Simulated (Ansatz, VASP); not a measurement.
## One calculation of Ca3Sn3N2, two programs

```
Ca Sn N
1.0
     3.60993    0.00000    0.00000
    -1.80497    3.12630    0.00000
     0.00000    0.00000   16.01899
Ca Sn N
3 3 2
Direct
  0.00000 0.00000 0.00000
  0.66667 0.33333 0.16297
  0.33333 0.66667 0.83703
  0.33333 0.66667 0.34976
  0.00000 0.00000 0.50000
  0.66667 0.33333 0.65024
  0.66667 0.33333 0.90254
  0.33333 0.66667 0.09746
```

Alike in both runs: functional PBE; k mesh 12 × 12 × 2; occupations gaussian, width 0.1 eV; no spin polarisation.

Ansatz relaxed the structure, and its values are those at the end. VASP's run is a single point on that final structure, the one shown.

|  | VASP | Ansatz |
| --- | --- | --- |
| version | VASP 6.6.1 | Ansatz 0.2.0 |
| potentials or method | VASP PAW PBE potentials, release 64 (Ca_sv, Sn_d, N), cutoff 520 eV | scalar-relativistic, plane waves, PAW |
| valence electrons in the cell | 82 | 82 |

Ansatz gave:

```
gap on the k mesh at the Fermi level (eV) : none
pressure (GPa)                            : 0.0
rms of the force components (eV/Å)        : 0.003
```

**Question.** What did VASP give for the same quantities?

**Answer.** gap on the k mesh at the Fermi level (eV): none; pressure (GPa): 0.2; rms of the force components (eV/Å): 0.013.

A gap of «none» marks a metal or a gap that the smearing closes. With one functional, cell and mesh, what is left measures potentials, basis and numerics.
